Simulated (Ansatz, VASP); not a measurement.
**Two plane-wave programs on ScAl3P2**

```
Sc Al P
1.0
     5.51855    0.00000    0.00000
     0.00000    5.51855    0.00000
     0.00000    0.00000    4.54360
Sc Al P
1 3 2
Direct
  0.00000 0.00000 0.00000
  0.00000 0.50000 0.00000
  0.50000 0.00000 0.00000
  0.50000 0.50000 0.00000
  0.00000 0.50000 0.50000
  0.50000 0.00000 0.50000
```

Alike in both runs: functional PBE; k mesh 8 × 8 × 8; occupations gaussian, width 0.1 eV; no spin polarisation.

Ansatz relaxed the structure, and its values are those at the end. VASP's run is a single point on that final structure, the one shown.

|  | VASP | Ansatz |
| --- | --- | --- |
| version | VASP 6.6.1 | Ansatz 0.2.0 |
| potentials or method | VASP PAW PBE potentials, release 64 (Sc_sv, Al, P), cutoff 520 eV | scalar-relativistic, plane waves, PAW |
| valence electrons in the cell | 30 | 30 |

```tsv
	VASP	Ansatz	Ansatz less VASP
gap on the k mesh at the Fermi level (eV)	none	none	-
pressure (GPa)	0.0	0.0	+0.03
```

A gap of «none» marks a metal or a gap that the smearing closes.
